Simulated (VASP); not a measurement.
# Li3B (P4/nmm) in VASP: relaxation of cell and atoms with PBE

Aim: the relaxation of cell and atoms of Li3B with PBE.

Everything below comes from runs of VASP 6.6.1. Logs are shortened: lines on timing, memory, paths and dates and some standing lists are left out, and cuts for length are marked.

## (1) The cell of the first run

The structure is tetragonal, space group P4/nmm (No. 129). Conventional cell: a = 5.179 Å, b = 5.179 Å, c = 3.843 Å, α = 90.00°, β = 90.00°, γ = 90.00°. Li (site symmetry 2/m) has 2 B at 1.85 Å and 8 Li at 2.59 to 2.67 Å within 2.7 Å. Li (site symmetry 4mm) has 2 B at 1.69 to 2.15 Å within 2.2 Å. B (site symmetry 4mm) has 6 Li at 1.69 to 2.15 Å within 2.2 Å.

The cell was built from a structure type or drawn by symmetry, and may not be a known phase.

## (2) Relaxation of cell and atoms, PBE

INCAR reads:

```
PREC = Accurate
ENCUT = 910
EDIFF = 1E-7
ISMEAR = 0
SIGMA = 0.1
LREAL = False
LASPH = True
NELM = 120
ALGO = Normal
ISIF = 3
LWAVE = False
LCHARG = False
GGA = PE
IBRION = 2
NSW = 90
EDIFFG = -0.04
GGA_COMPAT = False
NELMIN = 4
```

KPOINTS reads:

```
regular mesh
0
Gamma
  4 4 4
```

POSCAR reads:

```
Li3B
1.0
    5.1787902100      0.0000000000      0.0000000000
    0.0000000000      5.1787902100      0.0000000000
    0.0000000000      0.0000000000      3.8425643200
Li B
6 2
Direct
    0.2500000000      0.7500000000      0.0000000000
    0.7500000000      0.7500000000      0.0000000000
    0.7500000000      0.2500000000      0.0000000000
    0.2500000000      0.2500000000      0.0000000000
    0.5000000000      0.0000000000      0.4939999900
    0.0000000000      0.5000000000      0.5060000100
    0.5000000000      0.0000000000      0.9336000100
    0.0000000000      0.5000000000      0.0663999900
```

Potentials or basis: VASP PAW PBE potentials, release 64 (Li_sv, B_h).

Run with:

```console
cat potpaw_PBE.64/Li_sv/POTCAR potpaw_PBE.64/B_h/POTCAR > POTCAR
mpirun -np 1 vasp_std > vasp.out
```

OUTCAR:

```text
PREC = Accurate
   ENCUT = 910
   EDIFF = 1E-7
   ISMEAR = 0
   LREAL = False
   LASPH = True
   NELM = 120
   ISIF = 3
   GGA = PE
   IBRION = 2
   NSW = 90
   EDIFFG = -0.04
   NELMIN = 4

 ion  position               nearest neighbor table
   1  0.250  0.750  0.000-   7 1.85   8 1.85   2 2.59   4 2.59   4 2.59   2 2.59
   2  0.750  0.750  0.000-   7 1.85   8 1.85   1 2.59   3 2.59   3 2.59   1 2.59
   3  0.750  0.250  0.000-   7 1.85   8 1.85   2 2.59   4 2.59   2 2.59   4 2.59
   4  0.250  0.250  0.000-   7 1.85   8 1.85   1 2.59   3 2.59   1 2.59   3 2.59
   5  0.500  0.000  0.494-   7 1.69
   6  0.000  0.500  0.506-   8 1.69
   7  0.500  0.000  0.934-   5 1.69   2 1.85   3 1.85   4 1.85   1 1.85
   8  0.000  0.500  0.066-   6 1.69   2 1.85   3 1.85   4 1.85   1 1.85

  LATTYP: Found a simple tetragonal cell.
 ALAT       =     5.1787902100
 C/A-ratio  =     0.7419810736

  Lattice vectors:

 A1 = (   5.1787902100,   0.0000000000,   0.0000000000)
 A2 = (   0.0000000000,   5.1787902100,   0.0000000000)
 A3 = (   0.0000000000,   0.0000000000,   3.8425643200)

Analysis of symmetry for initial positions (statically):
=====================================================================
 Subroutine PRICEL returns:
 Original cell was already a primitive cell.

 Routine SETGRP: Setting up the symmetry group for a
 simple tetragonal supercell.

 Subroutine GETGRP returns: Found 16 space group operations
 (whereof  8 operations were pure point group operations)
 out of a pool of 16 trial point group operations.

The static configuration has the point symmetry D_2d.
 The point group associated with its full space group is D_4h.

Analysis of symmetry for dynamics (positions and initial velocities):
=====================================================================
 Subroutine PRICEL returns:
 Original cell was already a primitive cell.

 Routine SETGRP: Setting up the symmetry group for a
 simple tetragonal supercell.

 Subroutine GETGRP returns: Found 16 space group operations
 (whereof  8 operations were pure point group operations)
 out of a pool of 16 trial point group operations.

The dynamic configuration has the point symmetry D_2d.
 The point group associated with its full space group is D_4h.

 Subroutine INISYM returns: Found 16 space group operations
 (whereof  8 operations are pure point group operations),
 and found     1 'primitive' translations

----------------------------------------------------------------------------------------

                                     Primitive cell

[... 82 lines left out ...]
   ions per type =               6   2
   NGX,Y,Z   is equivalent  to a cutoff of  17.33, 17.33, 17.31 a.u.
   NGXF,Y,Z  is equivalent  to a cutoff of  34.67, 34.67, 34.61 a.u.
 SYSTEM =  unknown system
   PREC   = accura    normal or accurate (medium, high low for compatibility)
   ISTART =      0    job   : 0-new  1-cont  2-samecut
   ICHARG =      2    charge: 1-file 2-atom 10-const
   ISPIN  =      1    spin polarized calculation?
   LNONCOLLINEAR =      F non collinear calculations
   LSORBIT =      F    spin-orbit coupling
   LASPH  =      T    aspherical Exc in radial PAW
   ENCUT  =  910.0 eV  66.88 Ry    8.18 a.u.  12.74 12.74  9.45*2*pi/ulx,y,z
   NELM   =    120;   NELMIN=  4; NELMDL= -5     # of ELM steps
   EDIFF  = 0.1E-06   stopping-criterion for ELM
   LREAL  =      F    real-space projection
   EDIFFG = -.4E-01   stopping-criterion for IOM
   NSW    =     90    number of steps for IOM
   IBRION =      2    ionic relax: 0-MD 1-quasi-New 2-CG
   NFREE  =      1    steps in history (QN), initial steepest desc. (CG)
   ISIF   =      3    stress and relaxation
   ISYM   =      2    0-nonsym 1-usesym 2-fastsym
   POTIM  = 0.5000    time-step for ionic-motion
   TEBEG  =    0.0;   TEEND  =   0.0 temperature during run
   PSTRESS=    0.0 pullay stress
   NELECT =      24.0000    total number of electrons
   NUPDOWN=      -1.0000    fix difference up-down
   EMIN   =  10.00;   EMAX   =-10.00  energy-range for DOS
   EFERMI =   0.00;   METHOD = LEGACY
   ISMEAR =     0;   SIGMA  =   0.10  broadening in eV -4-tet -1-fermi 0-gaus
   EFERMI_NEDOS =   21; number of points for ismear=-14 and -15
   IALGO  =     38    algorithm
   IMIX   =      4    mixing-type and parameters
     AMIX     =   0.40;   BMIX     =  1.00
     AMIX_MAG =   1.60;   BMIX_MAG =  1.00
  volume/ion in A,a.u.               =      12.88        86.93
  Fermi-wavevector in a.u.,A,eV,Ry     =   1.007208  1.903348 13.802684  1.014469
  Thomas-Fermi vector in A             =   2.139999
   LORBIT       =      0    0 simple, 1 ext, 2 COOP (PROOUT), +10 PAW based schemes
   GGA     = PE    functional components
   LHFCALC =     F    Hartree Fock is set to
   AEXX    =    0.0000 exact exchange contribution
   IVDW    =     0    specifies the selected vdW correction
   LEPSILON=     F    determine dielectric tensor
   LRPA    =     F    only Hartree local field effects (RPA)
 conjugate gradient relaxation of ions
 non-spin polarized calculation
 Gauss-broadening in eV      SIGMA  =   0.10
  energy-cutoff  :      910.00
  volume of cell :      103.06
 maximum number of plane-waves:      6468
 NGX is ok and might be reduce to    54
   NGX = 25   NGY = 25   NGZ = 19

--------------------------------------- Ionic step        1  -------------------------------------------

 number of electron      23.9999985 magnetization

 Free energy of the ion-electron system (eV)
  ---------------------------------------------------
  ext. energy  EPLUGINS =         0.00000000
  ---------------------------------------------------
  free energy    TOTEN  =       -14.81988594 eV

  energy without entropy =      -14.76441100  energy(sigma->0) =      -14.79214847

 E-fermi :   1.1563     XC(G=0):  -8.1529

 val. band max:        1.1478813570   @ k =   0.5000   0.0000   0.2500
 cond. band min:       1.1695660061   @ k =   0.5000   0.2500   0.0000
 fundamental gap:      0.0216846491
 Fermi energy:         1.1563076624
[... 844 lines left out ...]
  FREE ENERGIE OF THE ION-ELECTRON SYSTEM (eV)
  ---------------------------------------------------
  free  energy   TOTEN  =       -18.5644073597 eV

  energy  without entropy=      -18.5100492622  energy(sigma->0) =      -18.53722831

[... ionic steps 4 to 13 ...]

--------------------------------------- Ionic step       14  -------------------------------------------

 number of electron      23.9999999 magnetization

------------------------ aborting loop because EDIFF is reached ----------------------------------------
[... 79 lines left out ...]
--------------------------------------- Ionic step       16  -------------------------------------------

 number of electron      24.0000023 magnetization

 Free energy of the ion-electron system (eV)
  ---------------------------------------------------
  ext. energy  EPLUGINS =         0.00000000
  ---------------------------------------------------
  free energy    TOTEN  =       -19.16729054 eV

  energy without entropy =      -19.12010356  energy(sigma->0) =      -19.14369705

 E-fermi :  -0.5358     XC(G=0):  -6.6468

 val. band max:       -0.5439542406   @ k =   0.0000   0.0000   0.2500
 cond. band min:      -0.5206350449   @ k =   0.2500   0.2500   0.0000
 fundamental gap:      0.0233191957
 Fermi energy:        -0.5358304281
[... 393 lines left out ...]
  FREE ENERGIE OF THE ION-ELECTRON SYSTEM (eV)
  ---------------------------------------------------
  free  energy   TOTEN  =       -19.1672905361 eV

  energy  without entropy=      -19.1201035630  energy(sigma->0) =      -19.14369705

 reached required accuracy - stopping structural energy minimisation
```

OSZICAR:

```text
N       E                     dE             d eps       ncg     rms          rms(c)
DAV:   1     0.160451806573E+03    0.16045E+03   -0.14786E+04   612   0.208E+03
DAV:   2     0.116460407806E+02   -0.14881E+03   -0.14540E+03   779   0.443E+02
DAV:   3    -0.160692845717E+02   -0.27715E+02   -0.27455E+02  1112   0.938E+01
DAV:   4    -0.192697256040E+02   -0.32004E+01   -0.31490E+01   929   0.506E+01
[... 197 lines left out ...]
DAV:   5    -0.191672903093E+02   -0.20190E-04   -0.32073E-05   882   0.440E-02    0.861E-03
DAV:   6    -0.191672908314E+02   -0.52211E-06   -0.63598E-06   798   0.152E-02    0.354E-03
DAV:   7    -0.191672905908E+02    0.24063E-06   -0.70502E-07   795   0.575E-03    0.821E-04
DAV:   8    -0.191672904522E+02    0.13857E-06   -0.79630E-08   320   0.213E-03    0.503E-04
DAV:   9    -0.191672905361E+02   -0.83916E-07   -0.42766E-08   310   0.127E-03
  16 F= -.19167291E+02 E0= -.19143697E+02  d E =-.701665E-02
```

It took 14 min on 1 thread of Intel Xeon Platinum 8259CL at 2.50GHz (Skylake/Cascade Lake), shared host; peak memory 0.36 GiB.

What came out:

```yaml
Free_energy: -19.1673 eV
Relaxed_volume: 21.92 Å³/atom
Relaxed_cell: a = 6.309 Å, b = 6.309 Å, c = 4.406 Å, α = 90.00°, β = 90.00°, γ = 90.00°
Space_group_after_relaxing_to_0.1_Å: P4/nmm (No. 129)
Energy_gained_by_relaxing: 543.4 meV/atom
Ionic_steps: 16
Pressure_after_relaxing: -0.1 GPa
Largest_force_after_relaxing: 0.036 eV/Å
Band_gap_on_the_k_mesh: zero (bands 12 and 13 overlap by 0.45 eV)
```

Forces on the atoms (eV/Å):
```
Li   0.000  0.000  0.000
Li   0.000  0.000  0.000
Li   0.000  0.000  0.000
Li   0.000  0.000  0.000
Li   0.000  0.000  0.006
Li   0.000  0.000 -0.006
B    0.000  0.000  0.036
B    0.000  0.000 -0.036
```

Step by step:
```
step  energy change (eV)  largest force (eV/Å)  pressure (GPa)  volume (Å³)
   1              0.0000                3.3926           25.26       103.06
   2             -3.4941                0.7427            7.38       136.42
   3             -3.7445                1.1865            4.90       147.00
   4             -3.7356                1.7392            1.75       169.79
   5             -3.7954                1.5901            2.64       161.58
   6             -4.1722                0.7281            0.15       175.59
   7             -4.2224                0.3893           -0.84       183.84
   8             -4.2753                0.2808           -0.56       180.09
   9             -4.3135                0.1882            0.02       173.91
  10             -4.3192                0.1348            0.06       173.67
  11             -4.3248                0.1874            0.17       173.01
  12             -4.3288                0.1637            0.12       173.41
  13             -4.3372                0.0967            0.00       174.62
  14             -4.3382                0.0664           -0.24       177.04
  15             -4.3404                0.0448           -0.13       175.94
  16             -4.3474                0.0358           -0.08       175.39
```

Final structure:
```yaml
crystal:
  lattice:
    - [6.30912, 0.00000, 0.00000]
    - [0.00000, 6.30912, 0.00000]
    - [0.00000, 0.00000, 4.40620]
  atoms:
    - { symbol: Li, position: [0.25000, 0.75000, 0.00000] }
    - { symbol: Li, position: [0.75000, 0.75000, 0.00000] }
    - { symbol: Li, position: [0.75000, 0.25000, 0.00000] }
    - { symbol: Li, position: [0.25000, 0.25000, 0.00000] }
    - { symbol: Li, position: [0.50000, 0.00000, 0.49255] }
    - { symbol: Li, position: [0.00000, 0.50000, 0.50745] }
    - { symbol: B, position: [0.50000, 0.00000, 0.99163] }
    - { symbol: B, position: [0.00000, 0.50000, 0.00837] }
```

Caveat: the k points lie up to 0.36 Å⁻¹ apart in the final cell; the volume moved by over 15 % at a fixed basis, so the end points are rough.
